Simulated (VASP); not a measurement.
# Al2Ru: single point with PBEsol

Crystal: Al2Ru.

```
Al Ru
1.0
    -1.56068    1.56068    4.21155
     1.56068   -1.56068    4.21155
     1.56068    1.56068   -4.21155
Al Ru
2 1
Direct
  0.65908 0.65908 0.00000
  0.34092 0.34092 0.00000
  0.00000 0.00000 0.00000
```

| Property | Result |
| --- | --- |
| Program | VASP 6.6.1 |
| Task | single point |
| Functional | PBEsol |
| Potentials or basis | VASP PAW PBE potentials, release 64 (Al, Ru_pv) |
| Cutoff | 520 eV |
| k mesh | 18 × 18 × 18 |
| Occupations | gaussian, width 0.1 eV |
| Spin | no spin polarisation |
| Dipole correction | no |
| Further INCAR settings | ALGO = Fast; EDIFF = 1e-06; NBANDS = 17 |

```yaml
Pressure: 0.1 GPa
Band_gap_on_the_k_mesh: zero (band 10 reaches 10.73 eV, above the bottom of band 11 at 10.55 eV)
```

Forces in eV/Å, atoms in the order of the input:
```
Al   0.000  0.000  0.003
Al   0.000  0.000 -0.003
Ru   0.000  0.000  0.000
```

Levels at points of the mesh, in eV from the Fermi level:
| k point | band 8 | band 9 | band 10 | band 11 | band 12 | band 13 |
| --- | --- | --- | --- | --- | --- | --- |
| (0.00, 0.00, 0.00) | -2.01 | -1.96 | -0.98 | 2.42 | 4.65 | 6.09 |
| (0.50, 0.00, 0.00) | -2.75 | -2.58 | -1.44 | 0.57 | 3.06 | 5.12 |
| (0.50, 0.50, 0.00) | -3.11 | -1.28 | -0.36 | 0.26 | 1.83 | 2.02 |
| (0.50, 0.50, 0.50) | -1.57 | -1.57 | -0.95 | 3.13 | 3.13 | 6.29 |

Run time: 4.1 min on 1 thread of Intel(R) Xeon(R) 6975P-C (Granite Rapids) (shared host), peak memory 0.46 GiB.

Caveat: the PAW data sets were made with another functional, which shifts forces and pressure a little.
